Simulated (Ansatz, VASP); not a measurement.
## Ta in VASP and in Ansatz

```xyz
1
Lattice="2.7415 0.0000 0.0000 0.0000 2.7415 0.0000 0.0000 0.0000 2.7415" Properties=species:S:1:pos:R:3 pbc="T T T"
Ta    0.0000    0.0000    0.0000
```

Alike in both runs: task electric field gradients; functional PBE; k mesh 13 × 13 × 13; occupations fermi-dirac, width 0.03 eV; no spin polarisation.

```csv
,VASP,Ansatz
version,VASP 6.6.1,Ansatz 0.2.0
potentials or method,"VASP PAW PBE potentials, release 64 (Ta_pv), cutoff 400 eV","all-electron PAW with datasets made for the crystal, scalar-relativistic"
```

VASP gave:

- pressure (GPa): 0.1

**Question.** Which values does Ansatz return?

**Answer.** Pressure (GPa): -0.1.

Ansatz ran all-electron here, and VASP with PAW potentials.

Neither program's run includes spin-orbit coupling.
